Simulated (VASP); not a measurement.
# AlGa5As6 (P31m) in VASP: single point with PBE

Aim: the single point of AlGa5As6 with PBE.

Program: VASP 6.6.1. These are calculated values, not measurements. Logs are shortened: lines on timing, memory, paths and dates and some standing lists are left out, and cuts for length are marked.

## Step 1: The cell of the first run

It takes space group P31m (No. 157, trigonal). The conventional cell has a = 7.011 Å, b = 7.011 Å, c = 6.671 Å, α = 90.00°, β = 90.00°, γ = 120.00°. Al (site symmetry 3m) has 4 As at 2.48 to 2.49 Å within 3.3 Å. Ga (site symmetry 3) has 4 As at 2.48 to 2.50 Å within 3.3 Å. Within 3.3 Å of Ga (site symmetry m) lie 4 As at 2.48 to 2.50 Å. As (site symmetry 3m) has 3 Ga at 2.49 Å and 1 Al at 2.49 Å within 3.3 Å. Within 3.3 Å of As (site symmetry 3) lie 4 Ga at 2.48 to 2.50 Å. Within 3.3 Å of As (site symmetry m) lie 1 Al at 2.48 Å and 3 Ga at 2.48 to 2.50 Å.

## Step 2: Single point, PBE

POSCAR

```
AlGa5As6
1.0
    7.0107870332      0.0000000000      0.0000000000
   -3.5053935166      6.0715196713      0.0000000000
    0.0000000000      0.0000000000      6.6713360000
Al Ga As
1 5 6
Direct
    0.0000000000      0.0000000000      0.0005560000
    0.6666666667      0.3333333333      0.0008040000
    0.3333333333      0.6666666667      0.0008040000
    0.3332290000      0.0000000000      0.5012660000
    0.0000000000      0.3332290000      0.5012660000
    0.6667710000      0.6667710000      0.5012660000
    0.0000000000      0.0000000000      0.3737310000
    0.6666666667      0.3333333333      0.3751680000
    0.3333333333      0.6666666667      0.3751680000
    0.3326680000      0.0000000000      0.8753230000
    0.0000000000      0.3326680000      0.8753230000
    0.6673320000      0.6673320000      0.8753230000
```

INCAR.step1

```
SYSTEM = AlGa5As6
ALGO = Normal
EDIFF = 1E-7
ENCUT = 520
GGA = PE
ISIF = 2
ISMEAR = 0
KPAR = 4
LASPH = .TRUE.
LCHARG = .TRUE.
LREAL = .FALSE.
LWAVE = .FALSE.
NBANDS = 61
NELM = 60
PREC = Accurate
SIGMA = 0.02
```

KPOINTS.step1

```
k-points
0
G
  6 6 6
  0 0 0
```

INCAR.step2

```
SYSTEM = AlGa5As6
ALGO = Normal
EDIFF = 1E-7
ENCUT = 520
GGA = PE
ICHARG = 11
ISIF = 2
ISMEAR = -5
KPAR = 4
LASPH = .TRUE.
LCHARG = .FALSE.
LORBIT = 11
LREAL = .FALSE.
LWAVE = .FALSE.
NBANDS = 61
NEDOS = 1001
NELM = 60
PREC = Accurate
SIGMA = 0.02
```

KPOINTS.step2

```
k-points
0
G
  9 9 9
  0 0 0
```

Potentials or basis: VASP PAW PBE potentials, release 64 (Al, Ga_d, As).

Command:

```console
cat potpaw_PBE.64/Al/POTCAR potpaw_PBE.64/Ga_d/POTCAR potpaw_PBE.64/As/POTCAR > POTCAR
cp INCAR.step1 INCAR
cp KPOINTS.step1 KPOINTS
mpirun -np 4 vasp_std > vasp.out
cp INCAR.step2 INCAR
cp KPOINTS.step2 KPOINTS
mpirun -np 4 vasp_std > vasp.out
```

OUTCAR:

```text
SYSTEM = AlGa5As6
   EDIFF = 1E-7
   ENCUT = 520
   GGA = PE
   ICHARG = 11
   ISIF = 2
   ISMEAR = -5
   LASPH = .TRUE.
   LORBIT = 11
   LREAL = .FALSE.
   NELM = 60
   PREC = Accurate

 ion  position               nearest neighbor table
   1  0.000  0.000  0.001-  10 2.48  11 2.48  12 2.48   7 2.49
   2  0.667  0.333  0.001-  11 2.48  10 2.48  12 2.48   8 2.50
   3  0.333  0.667  0.001-  10 2.48  11 2.48  12 2.48   9 2.50
   4  0.333  0.000  0.501-   9 2.48   8 2.48   7 2.49  10 2.50
   5  0.000  0.333  0.501-   8 2.48   9 2.48   7 2.49  11 2.50
   6  0.667  0.667  0.501-   9 2.48   8 2.48   7 2.49  12 2.50
   7  0.000  0.000  0.374-   4 2.49   5 2.49   6 2.49   1 2.49
   8  0.667  0.333  0.375-   5 2.48   4 2.48   6 2.48   2 2.50
   9  0.333  0.667  0.375-   4 2.48   5 2.48   6 2.48   3 2.50
  10  0.333  0.000  0.875-   1 2.48   3 2.48   2 2.48   4 2.50
  11  0.000  0.333  0.875-   1 2.48   2 2.48   3 2.48   5 2.50
  12  0.667  0.667  0.875-   1 2.48   3 2.48   2 2.48   6 2.50

  LATTYP: Found a hexagonal cell.
 ALAT       =     7.0107870332
 C/A-ratio  =     0.9515816082

  Lattice vectors:

 A1 = (   7.0107870332,   0.0000000000,   0.0000000000)
 A2 = (  -3.5053935166,   6.0715196713,   0.0000000000)
 A3 = (   0.0000000000,   0.0000000000,   6.6713360000)

Analysis of symmetry for initial positions (statically):
=====================================================================
 Subroutine PRICEL returns:
 Original cell was already a primitive cell.

 Routine SETGRP: Setting up the symmetry group for a
 hexagonal supercell.

 Subroutine GETGRP returns: Found  6 space group operations
 (whereof  6 operations were pure point group operations)
 out of a pool of 24 trial point group operations.

The static configuration has the point symmetry C_3v.

Analysis of symmetry for dynamics (positions and initial velocities):
=====================================================================
 Subroutine PRICEL returns:
 Original cell was already a primitive cell.

 Routine SETGRP: Setting up the symmetry group for a
 hexagonal supercell.

 Subroutine GETGRP returns: Found  6 space group operations
 (whereof  6 operations were pure point group operations)
 out of a pool of 24 trial point group operations.

The dynamic configuration has the point symmetry C_3v.

 Subroutine INISYM returns: Found  6 space group operations
 (whereof  6 operations are pure point group operations),
 and found     1 'primitive' translations

[... 141 lines left out ...]
   GGA     = PE    functional components
   LHFCALC =     F    Hartree Fock is set to
   AEXX    =    0.0000 exact exchange contribution
   IVDW    =     0    specifies the selected vdW correction
   LEPSILON=     F    determine dielectric tensor
   LRPA    =     F    only Hartree local field effects (RPA)
 non-spin polarized calculation
 Fermi weights with tetrahedron method with Bloechl corrections
  energy-cutoff  :      520.00
  volume of cell :      283.97
 maximum number of plane-waves:      7695
 NGX is ok and might be reduce to    54

 number of electron      98.0000045 magnetization

 Free energy of the ion-electron system (eV)
  ---------------------------------------------------
  ext. energy  EPLUGINS =         0.00000000
  ---------------------------------------------------
  free energy    TOTEN  =       -50.61066535 eV

  energy without entropy =      -50.61066535  energy(sigma->0) =      -50.61066535

 E-fermi :   3.6166     XC(G=0):  -9.2913

 val. band max:        3.6006949604   @ k =   0.0000   0.0000   0.0000
 cond. band min:       3.9941754303   @ k =   0.0000   0.0000   0.0000
 fundamental gap:      0.3934804699
 Fermi energy:         3.6165733827

 k-point     1 :       0.0000    0.0000    0.0000
  band No.  band energies     occupation
      1     -11.2425      2.00000
      2     -11.2366      2.00000
      3     -11.2212      2.00000
      4     -11.2212      2.00000
      5     -11.2030      2.00000
      6     -11.1579      2.00000
[... 1525 lines left out ...]
     60       8.0126      0.00000
     61       8.2722      0.00000

 [... further k-points ...]

------------------------ aborting loop because EDIFF is reached ----------------------------------------

  FORCE on cell =-STRESS in cart. coord.  units (eV):
  Direction    XX          YY          ZZ          XY          YZ          ZX
  --------------------------------------------------------------------------------------
  -------------------------------------------------------------------------------------
  Total        0.0480942      0.0480942      0.0439687      0.0000000      0.0000000      0.0000000
  in kB        0.2713476      0.2713476      0.2480719      0.0000000      0.0000000      0.0000000
  external PRESSURE =       0.2635890 kB  Pullay stress =       0.0000000 kB

 VOLUME and BASIS-vectors are now :
 -----------------------------------------------------------------------------
  energy-cutoff  :      520.00
  volume of cell :      283.97
      direct lattice vectors                 reciprocal lattice vectors
     7.010787033  0.000000000  0.000000000     0.142637338  0.082351706  0.000000000
    -3.505393517  6.071519671  0.000000000     0.000000000  0.164703411  0.000000000
     0.000000000  0.000000000  6.671336000     0.000000000  0.000000000  0.149895014

 POSITION                                       TOTAL-FORCE (eV/Angst)
 -----------------------------------------------------------------------------------
      0.00000      0.00000      0.00371         0.000000      0.000000     -0.004469
      3.50539      2.02384      0.00536         0.000000     -0.000000     -0.004716
     -0.00000      4.04768      0.00536         0.000000      0.000000     -0.004716
      2.33620      0.00000      3.34411         0.000216      0.000000     -0.004682
     -1.16810      2.02321      3.34411        -0.000108      0.000187     -0.004682
      2.33729      4.04831      3.34411        -0.000108     -0.000187     -0.004682
      0.00000      0.00000      2.49329        -0.000000      0.000000      0.001311
      3.50539      2.02384      2.50287        -0.000000      0.000000      0.004076
     -0.00000      4.04768      2.50287        -0.000000      0.000000      0.004076
      2.33226      0.00000      5.83957        -0.003174      0.000000      0.006162
     -1.16613      2.01980      5.83957         0.001587     -0.002749      0.006162
      2.33926      4.05172      5.83957         0.001587      0.002749      0.006162
 -----------------------------------------------------------------------------------
    total drift:                                0.000000      0.000000     -0.002392

  FREE ENERGIE OF THE ION-ELECTRON SYSTEM (eV)
  ---------------------------------------------------
  free  energy   TOTEN  =       -50.6106653489 eV

  energy  without entropy=      -50.6106653489  energy(sigma->0) =      -50.61066535

 total charge

# of ion       s       p       d       tot
------------------------------------------
    1        0.407   0.359   0.000   0.766
    2        0.879   0.752   9.987  11.618
    3        0.879   0.752   9.987  11.618
    4        0.881   0.753   9.987  11.620
    5        0.881   0.753   9.987  11.620
    6        0.881   0.753   9.987  11.620
    7        1.208   1.588   0.027   2.823
    8        1.212   1.566   0.028   2.806
    9        1.212   1.566   0.028   2.806
   10        1.207   1.590   0.027   2.824
   11        1.207   1.590   0.027   2.824
   12        1.207   1.590   0.027   2.824
--------------------------------------------------
tot         12.062  13.611  50.096  75.769
```

OSZICAR.step1:

```text
N       E                     dE             d eps       ncg     rms          rms(c)
DAV:   1     0.910168026296E+03    0.91017E+03   -0.42015E+04  4483   0.209E+03
DAV:   2     0.118663517448E+03   -0.79150E+03   -0.75876E+03  4420   0.591E+02
DAV:   3    -0.389497979433E+02   -0.15761E+03   -0.15028E+03  4934   0.181E+02
DAV:   4    -0.510914498413E+02   -0.12142E+02   -0.12002E+02  5047   0.490E+01
DAV:   5    -0.516043751903E+02   -0.51293E+00   -0.51133E+00  5838   0.103E+01    0.700E+00
DAV:   6    -0.507197584981E+02    0.88462E+00   -0.16945E+00  5984   0.113E+01    0.395E+00
DAV:   7    -0.506107829754E+02    0.10898E+00   -0.91059E-01  4974   0.341E+00    0.135E+00
DAV:   8    -0.506151640998E+02   -0.43811E-02   -0.14399E-01  4973   0.394E+00    0.279E-01
DAV:   9    -0.506167193080E+02   -0.15552E-02   -0.18801E-02  5046   0.261E+00    0.110E-01
DAV:  10    -0.506173955521E+02   -0.67624E-03   -0.41220E-03  5505   0.788E-01    0.713E-02
DAV:  11    -0.506180162933E+02   -0.62074E-03   -0.13221E-03  4567   0.399E-01    0.207E-02
DAV:  12    -0.506180749583E+02   -0.58665E-04   -0.53284E-04  5076   0.313E-01    0.126E-02
DAV:  13    -0.506180874698E+02   -0.12511E-04   -0.11464E-04  4774   0.220E-01    0.512E-03
DAV:  14    -0.506180903114E+02   -0.28417E-05   -0.50622E-05  5584   0.859E-02    0.281E-03
DAV:  15    -0.506180920987E+02   -0.17872E-05   -0.11813E-05  5305   0.249E-02    0.161E-03
DAV:  16    -0.506180923143E+02   -0.21565E-06   -0.10596E-06  4692   0.185E-02    0.708E-04
DAV:  17    -0.506180924703E+02   -0.15596E-06   -0.42059E-07  3906   0.436E-03    0.216E-04
DAV:  18    -0.506180925134E+02   -0.43112E-07   -0.25974E-08  2513   0.117E-03
   1 F= -.50618093E+02 E0= -.50618093E+02  d E =-.324751E-24
```

It took 25 min on 4 MPI ranks of Oxide Virtual Turin-like, shared host; peak memory 1.1 GiB.

What came out:

* Valence electrons inside the program's atomic spheres: Al 0.77; Ga 11.62; As 2.82, 2.81 (each value once)

Levels at points of the mesh, in eV from the valence-band top:
```tsv
k point	band 45	band 46	band 47	band 48	band 49	band 50	band 51	band 52	band 53	band 54
(0.00, 0.00, 0.00)	-1.14	-1.14	-0.17	0.00	0.00	0.39	0.85	2.31	2.31	3.55
```
